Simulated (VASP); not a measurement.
# Mo (Im-3m) in VASP: further runs

Aim: see how the results for Mo move with the level of theory and the settings. Levels: PBE, PBEsol. Tasks: single point.

All numbers are computed with VASP 6.6.1; they aren't measurements. Logs are shortened: lines on timing, memory, paths and dates and some standing lists are left out, and cuts for length are marked.

## (1) The cell of the first run

It takes space group Im-3m (No. 229, cubic). Conventional cell: a = 3.147 Å, b = 3.147 Å, c = 3.147 Å, α = 90.00°, β = 90.00°, γ = 90.00°. Within 3.6 Å of Mo (site symmetry m-3m) lie 14 Mo at 2.73 to 3.15 Å.

## (2) Single point, PBE

The input, INCAR:

```
PREC = Accurate ; ENCUT = 520
EDIFF = 1E-6 ; ISMEAR = 0
SIGMA = 0.1 ; LREAL = F
LASPH = T ; NELM = 100
ALGO = Normal ; ISIF = 2
LWAVE = F ; LCHARG = T
GGA = PE ; LELF = T
LVHAR = T ; NBANDS = 13
```

The input, KPOINTS:

```
Automatic mesh
0
Gamma
  18 18 18
```

The input, POSCAR:

```
Mo
1.0
   -1.5734150000      1.5734150000      1.5734150000
    1.5734150000     -1.5734150000      1.5734150000
    1.5734150000      1.5734150000     -1.5734150000
Mo
1
Direct
    0.0000000000      0.0000000000      0.0000000000
```

Potentials or basis: VASP PAW PBE potentials, release 64 (Mo_sv).

Command:

```bash
cat potpaw_PBE.64/Mo_sv/POTCAR > POTCAR
mpirun -np 1 vasp_std > vasp.out
```

OUTCAR:

```text
PREC = Accurate
   ENCUT = 520
   EDIFF = 1E-6
   ISMEAR = 0
   LREAL = F
   LASPH = T
   NELM = 100
   ISIF = 2
   GGA = PE

 ion  position               nearest neighbor table
   1  0.000  0.000  0.000-

  LATTYP: Found a body centered cubic cell.
 ALAT       =     3.1468300000

  Lattice vectors:

 A1 = (  -1.5734150000,   1.5734150000,   1.5734150000)
 A2 = (   1.5734150000,  -1.5734150000,   1.5734150000)
 A3 = (   1.5734150000,   1.5734150000,  -1.5734150000)

Analysis of symmetry for initial positions (statically):
=====================================================================
 Subroutine PRICEL returns:
 Original cell was already a primitive cell.

 Routine SETGRP: Setting up the symmetry group for a
 body centered cubic supercell.

 Subroutine GETGRP returns: Found 48 space group operations
[... 9 lines left out ...]

 Routine SETGRP: Setting up the symmetry group for a
 body centered cubic supercell.

 Subroutine GETGRP returns: Found 48 space group operations
[... 11 lines left out ...]
                                     Primitive cell

  volume of cell :      15.5808

  direct lattice vectors                    reciprocal lattice vectors
    -1.573415000  1.573415000  1.573415000     0.000000000  0.317780115  0.317780115
     1.573415000 -1.573415000  1.573415000     0.317780115  0.000000000  0.317780115
     1.573415000  1.573415000 -1.573415000     0.317780115  0.317780115  0.000000000

  length of vectors
     2.725234721  2.725234721  2.725234721     0.449408949  0.449408949  0.449408949

  position of ions in fractional coordinates (direct lattice)
     0.000000000  0.000000000  0.000000000

  ion indices of the primitive-cell ions
   primitive index   ion index
                 1           1

----------------------------------------------------------------------------------------

 KPOINTS: Automatic mesh

Automatic generation of k-mesh.
 Grid dimensions read from file:
 generate k-points for:   18   18   18

 Generating k-lattice:

  Cartesian coordinates                     Fractional coordinates (reciprocal lattice)
     0.000000000  0.017654451  0.017654451     0.055555556  0.000000000  0.000000000
     0.017654451  0.000000000  0.017654451     0.000000000  0.055555556  0.000000000
     0.017654451  0.017654451  0.000000000     0.000000000  0.000000000  0.055555556

  Length of vectors
     0.024967164  0.024967164  0.024967164

  Shift w.r.t. Gamma in fractional coordinates (k-lattice)
     0.000000000  0.000000000  0.000000000

 Subroutine IBZKPT returns following result:
 ===========================================

 Found    195 irreducible k-points:

 Following reciprocal coordinates:
            Coordinates               Weight
  0.000000  0.000000  0.000000      1.000000
  0.055556  0.000000  0.000000     12.000000
  0.111111  0.000000  0.000000     12.000000
  0.166667  0.000000  0.000000     12.000000
  0.222222  0.000000  0.000000     12.000000
  0.277778  0.000000  0.000000     12.000000
[... 16 lines left out ...]
  0.333333  0.111111 -0.000000     48.000000
  0.388889  0.111111  0.000000     48.000000
 [... further k-points ...]
   k-points           NKPTS =    195   k-points in BZ     NKDIM =    195   number of bands    NBANDS=     13
   number of dos      NEDOS =    301   number of ions     NIONS =      1
   total plane-waves  NPLWV =   8000
   dimension x,y,z NGX =    20 NGY =   20 NGZ =   20
   dimension x,y,z NGXF=    40 NGYF=   40 NGZF=   40
   ions per type =               1
   NGX,Y,Z   is equivalent  to a cutoff of  12.20, 12.20, 12.20 a.u.
   NGXF,Y,Z  is equivalent  to a cutoff of  24.40, 24.40, 24.40 a.u.
 SYSTEM =  unknown system
   PREC   = accura    normal or accurate (medium, high low for compatibility)
   ISTART =      0    job   : 0-new  1-cont  2-samecut
   ICHARG =      2    charge: 1-file 2-atom 10-const
   ISPIN  =      1    spin polarized calculation?
   LNONCOLLINEAR =      F non collinear calculations
   LSORBIT =      F    spin-orbit coupling
   LASPH  =      T    aspherical Exc in radial PAW
   ENCUT  =  520.0 eV  38.22 Ry    6.18 a.u.   5.07  5.07  5.07*2*pi/ulx,y,z
   NELM   =    100;   NELMIN=  2; NELMDL= -5     # of ELM steps
   EDIFF  = 0.1E-05   stopping-criterion for ELM
   LREAL  =      F    real-space projection
   EDIFFG = 0.1E-04   stopping-criterion for IOM
   NSW    =      0    number of steps for IOM
   IBRION =     -1    ionic relax: 0-MD 1-quasi-New 2-CG
   NFREE  =      0    steps in history (QN), initial steepest desc. (CG)
   ISIF   =      2    stress and relaxation
   ISYM   =      2    0-nonsym 1-usesym 2-fastsym
   POTIM  = 0.5000    time-step for ionic-motion
   TEBEG  =    0.0;   TEEND  =   0.0 temperature during run
   PSTRESS=    0.0 pullay stress
   NELECT =      14.0000    total number of electrons
   NUPDOWN=      -1.0000    fix difference up-down
   EMIN   =  10.00;   EMAX   =-10.00  energy-range for DOS
   EFERMI =   0.00;   METHOD = LEGACY
   ISMEAR =     0;   SIGMA  =   0.10  broadening in eV -4-tet -1-fermi 0-gaus
   EFERMI_NEDOS =   21; number of points for ismear=-14 and -15
   IALGO  =     38    algorithm
   IMIX   =      4    mixing-type and parameters
     AMIX     =   0.40;   BMIX     =  1.00
     AMIX_MAG =   1.60;   BMIX_MAG =  1.00
  volume/ion in A,a.u.               =      15.58       105.14
  Fermi-wavevector in a.u.,A,eV,Ry     =   1.579747  2.985289 33.954710  2.495601
  Thomas-Fermi vector in A             =   2.680079
   LORBIT       =      0    0 simple, 1 ext, 2 COOP (PROOUT), +10 PAW based schemes
   GGA     = PE    functional components
   LHFCALC =     F    Hartree Fock is set to
   AEXX    =    0.0000 exact exchange contribution
   IVDW    =     0    specifies the selected vdW correction
   LEPSILON=     F    determine dielectric tensor
   LRPA    =     F    only Hartree local field effects (RPA)
 non-spin polarized calculation
 Gauss-broadening in eV      SIGMA  =   0.10
  energy-cutoff  :      520.00
  volume of cell :       15.58
 maximum number of plane-waves:       432
   NGX = 11   NGY = 11   NGZ = 11

 number of electron      14.0000001 magnetization

 Free energy of the ion-electron system (eV)
  ---------------------------------------------------
  ext. energy  EPLUGINS =         0.00000000
  ---------------------------------------------------
  free energy    TOTEN  =       -10.93204068 eV

  energy without entropy =      -10.92954842  energy(sigma->0) =      -10.93079455

 E-fermi :  12.6669     XC(G=0): -13.4089

 val. band max:       12.6665132038   @ k =  -0.3889   0.4444   0.2778
 cond. band min:      12.7224343038   @ k =  -0.3333   0.3889   0.2778
 fundamental gap:      0.0559211000
 Fermi energy:        12.6668562844

 k-point     1 :       0.0000    0.0000    0.0000
  band No.  band energies     occupation
      1     -48.6353      2.00000
      2     -21.8940      2.00000
      3     -21.8940      2.00000
      4     -21.8940      2.00000
      5       5.3995      2.00000
      6      11.2757      2.00000
      7      11.2757      2.00000
      8      11.2757      2.00000
      9      14.3138      0.00000
     10      14.3138      0.00000
     11      27.4832      0.00000
     12      27.4832      0.00000
     13      27.4832      0.00000

 k-point     2 :       0.0556    0.0000    0.0000
  band No.  band energies     occupation
      1     -48.6273      2.00000
      2     -21.9397      2.00000
      3     -21.9080      2.00000
      4     -21.8943      2.00000
      5       5.5373      2.00000
      6      11.1977      2.00000
      7      11.2633      2.00000
      8      11.4046      2.00000
      9      14.1970      0.00000
     10      14.3156      0.00000
     11      27.5877      0.00000
     12      27.7151      0.00000
     13      27.7583      0.00000

 k-point     3 :       0.1111    0.0000    0.0000
  band No.  band energies     occupation
      1     -48.6045      2.00000
      2     -22.0702      2.00000
      3     -21.9484      2.00000
      4     -21.8953      2.00000
      5       5.9304      2.00000
      6      10.9809      2.00000
      7      11.2085      2.00000
      8      11.7859      2.00000
      9      13.9397      0.00000
     10      14.3263      0.00000
     11      27.8380      0.00000
     12      28.3911      0.00000
     13      28.4428      0.00000

 k-point     4 :       0.1667    0.0000    0.0000
  band No.  band energies     occupation
      1     -48.5693      2.00000
      2     -22.2667      2.00000
      3     -22.0098      2.00000
      4     -21.8968      2.00000
      5       6.5094      2.00000
      6      10.6691      2.00000
      7      11.0938      2.00000
      8      12.4033      1.99981
      9      13.7387      0.00000
     10      14.3588      0.00000
     11      28.0159      0.00000
     12      29.1210      0.00000
     13      29.4596      0.00000

 k-point     5 :       0.2222    0.0000    0.0000
  band No.  band energies     occupation
      1     -48.5259      2.00000
      2     -22.5025      2.00000
      3     -22.0842      2.00000
      4     -21.8987      2.00000
      5       7.1256      2.00000
      6      10.3148      2.00000
      7      11.0187      2.00000
      8      13.2278      0.00000
      9      13.7224      0.00000
     10      14.4260      0.00000
     11      27.7851      0.00000
     12      29.1813      0.00000
     13      30.8526      0.00000
[... 257 lines left out ...]
 k-point    22 :       0.2778    0.1111   -0.0000
  band No.  band energies     occupation
      1     -48.4234      2.00000
      2     -22.9700      2.00000
      3     -22.2651      2.00000
      4     -21.9619      2.00000
      5       7.9850      2.00000
      6       9.7230      2.00000
      7      11.2738      2.00000
      8      13.8234      0.00000
      9      14.9367      0.00000
     10      16.0610      0.00000
     11      26.3456      0.00000
     12      27.2898      0.00000
     13      31.8755      0.00000

 k-point    23 :       0.3333    0.1111   -0.0000
  band No.  band energies     occupation
      1     -48.3894      2.00000
      2     -23.1225      2.00000
      3     -22.3371      2.00000
      4     -21.9651      2.00000
      5       7.8563      2.00000
      6       9.5152      2.00000
      7      12.0290      2.00000
      8      14.0952      0.00000
      9      15.1074      0.00000
     10      17.1819      0.00000
     11      25.3463      0.00000
     12      26.1438      0.00000
     13      30.6165      0.00000

 k-point    24 :       0.3889    0.1111    0.0000
  band No.  band energies     occupation
      1     -48.3670      2.00000
      2     -23.2206      2.00000
      3     -22.3840      2.00000
      4     -21.9671      2.00000
      5       7.7179      2.00000
      6       9.3876      2.00000
      7      12.6621      1.05327
      8      14.2174      0.00000
      9      15.3610      0.00000
     10      18.0618      0.00000
     11      24.4062      0.00000
     12      25.4515      0.00000
     13      29.6970      0.00000

 [... further k-points ...]

------------------------ aborting loop because EDIFF is reached ----------------------------------------

  FORCE on cell =-STRESS in cart. coord.  units (eV):
  Direction    XX          YY          ZZ          XY          YZ          ZX
  --------------------------------------------------------------------------------------
  -------------------------------------------------------------------------------------
  Total        0.3889177      0.3889177      0.3889177     -0.0000000     -0.0000000     -0.0000000
  in kB       39.9924851     39.9924851     39.9924851     -0.0000000     -0.0000000     -0.0000000
  external PRESSURE =      39.9924851 kB  Pullay stress =       0.0000000 kB

 VOLUME and BASIS-vectors are now :
 -----------------------------------------------------------------------------
  energy-cutoff  :      520.00
  volume of cell :       15.58
      direct lattice vectors                 reciprocal lattice vectors
    -1.573415000  1.573415000  1.573415000     0.000000000  0.317780115  0.317780115
     1.573415000 -1.573415000  1.573415000     0.317780115  0.000000000  0.317780115
     1.573415000  1.573415000 -1.573415000     0.317780115  0.317780115  0.000000000

 POSITION                                       TOTAL-FORCE (eV/Angst)
 -----------------------------------------------------------------------------------
      0.00000      0.00000      0.00000         0.000000      0.000000      0.000000
 -----------------------------------------------------------------------------------
    total drift:                                0.000000      0.000000      0.000000

  FREE ENERGIE OF THE ION-ELECTRON SYSTEM (eV)
  ---------------------------------------------------
  free  energy   TOTEN  =       -10.9320406791 eV

  energy  without entropy=      -10.9295484203  energy(sigma->0) =      -10.93079455
```

Run time: 14 s. Hardware: 1 thread of Intel Xeon Platinum 8488C (Sapphire Rapids), shared host; peak memory 0.15 GiB.

What came out:

```yaml
Free_energy: -10.9320 eV
Pressure: 4.0 GPa
Band_gap_on_the_k_mesh: zero (band 7 reaches 16.64 eV, above the bottom of band 8 at 11.28 eV)
```

## (3) Single point, PBEsol

This run uses another cell than the first one, of 15.78 Å³/atom, 1.013 times its volume.

The input, INCAR:

```
SYSTEM = Mo
PREC     = Accurate       ! precision mode
ENCUT    = 520            ! plane-wave cutoff, eV
EDIFF    = 1E-6           ! SCF threshold, eV
ISMEAR   = -1             ! smearing method
SIGMA    = 0.1            ! smearing width, eV
LREAL    = .FALSE.        ! projectors in reciprocal space
LASPH    = .TRUE.         ! aspherical terms in the spheres
NELM     = 60             ! most SCF steps
ALGO     = Normal         ! electronic algorithm
ISIF     = 2              ! what is computed and relaxed
LWAVE    = .FALSE.        ! write WAVECAR
LCHARG   = .FALSE.        ! write CHGCAR
GGA      = PS             ! functional
NBANDS   = 13             ! bands
```

The input, KPOINTS:

```
regular mesh
0
G
  18 18 18
  0 0 0
```

The input, POSCAR:

```
Mo
1.0
   -1.5802206811      1.5802206811      1.5802206811
    1.5802206811     -1.5802206811      1.5802206811
    1.5802206811      1.5802206811     -1.5802206811
Mo
1
Direct
    0.0000000000      0.0000000000      0.0000000000
```

Potentials or basis: VASP PAW PBE potentials, release 64 (Mo_sv).

Command:

```bash
cat potpaw_PBE.64/Mo_sv/POTCAR > POTCAR
mpirun -np 1 vasp_std > vasp.out
```

Wall time 14 s (1 thread of Intel Xeon Platinum 8488C (Sapphire Rapids), shared host); peak memory 0.15 GiB.

It converged, with:

| Quantity | Value |
| --- | --- |
| Free energy | -11.7770 eV |
| Pressure | -7.2 GPa |
| Band gap on the k mesh | zero (band 7 reaches 16.27 eV, above the bottom of band 8 at 10.96 eV) |

Levels at points of the mesh, in eV from the Fermi level:
| k point | band 5 | band 6 | band 7 | band 8 | band 9 | band 10 |
| --- | --- | --- | --- | --- | --- | --- |
| (0.00, 0.00, 0.00) | -7.26 | -1.35 | -1.35 | -1.35 | 1.63 | 1.63 |
| (0.50, 0.00, 0.00) | -5.30 | -3.37 | 1.57 | 1.66 | 2.28 | 4.71 |
| (0.50, 0.50, 0.50) | -5.40 | -5.40 | 3.95 | 3.95 | 3.95 | 8.94 |

Caveat: the PAW data sets were made with another functional, which shifts forces and pressure a little.
